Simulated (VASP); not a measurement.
Here is a VASP 6.6.1 calculation.

File INCAR:

```
SYSTEM = Sb
PREC = Accurate
ENCUT = 520
EDIFF = 1E-6
ISMEAR = -1
SIGMA = 0.05
LREAL = .FALSE.
LASPH = .TRUE.
NELM = 80
ALGO = Normal
ISIF = 2
LWAVE = .FALSE.
LCHARG = .FALSE.
GGA = RE
IVDW = 13
NBANDS = 8
```

Contents of KPOINTS:

```
Automatic mesh
0
G
  12 12 12
  0 0 0
```

The input POSCAR:

```
Sb
1.0
   -1.5826668723      1.5826668723      2.5886575593
    1.5826668723     -1.5826668723      2.5886575593
    1.5826668723      1.5826668723     -2.5886575593
Sb
1
Direct
    0.0000000000      0.0000000000      0.0000000000
```

Potentials or basis: VASP PAW PBE potentials, release 64 (Sb).

Command:

```bash
$ cat potpaw_PBE.64/Sb/POTCAR > POTCAR
$ mpirun -np 1 vasp_std > vasp.out
```

Predict the dispersion energy per atom.

-0.927 eV.

Estimate the pressure.

-0.2 GPa.

Caveat: the PAW data sets were made with another functional, which shifts forces and pressure a little; pairwise dispersion overbinds metals, which lowers pressure and volume.
